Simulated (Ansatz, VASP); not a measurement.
# Two plane-wave programs on GaAs

```
CELL_PARAMETERS angstrom
4.00100 0.00000 0.00000
-2.00050 3.46497 0.00000
0.00000 0.00000 25.61712
ATOMIC_POSITIONS crystal
As 0.00000 0.00000 0.28904
As 0.33333 0.66667 0.42083
As 0.66667 0.33333 0.54959
As 0.00000 0.00000 0.67947
Ga 0.33333 0.66667 0.32181
Ga 0.66667 0.33333 0.45118
Ga 0.00000 0.00000 0.57994
Ga 0.33333 0.66667 0.70814
```

Alike in both runs: functional PBEsol; k mesh 9 × 9 × 1; occupations gaussian, width 0.05 eV; no spin polarisation.

Ansatz relaxed the structure, and its values are those at the end. VASP's run is a single point on that final structure, the one shown.

|  | VASP | Ansatz |
| --- | --- | --- |
| version | VASP 6.6.1 | Ansatz 0.2.0 |
| potentials or method | VASP PAW PBE potentials, release 64 (As, Ga_d), cutoff 520 eV | scalar-relativistic, plane waves, PAW |
| valence electrons in the cell | 72 | 112 |

|  | VASP | Ansatz | Ansatz less VASP |
| --- | --- | --- | --- |
| gap on the k mesh at the Fermi level (eV) | none | none | - |
| rms of the force components (eV/Å) | 0.004 | 0.003 | -0.0015 |

VASP's potentials were made for PBE, not for PBEsol. A gap of «none» marks a metal or a gap that the smearing closes. VASP's potentials hold 72 valence electrons a cell and Ansatz's 112, so a difference there can come from the potentials and not from the codes.
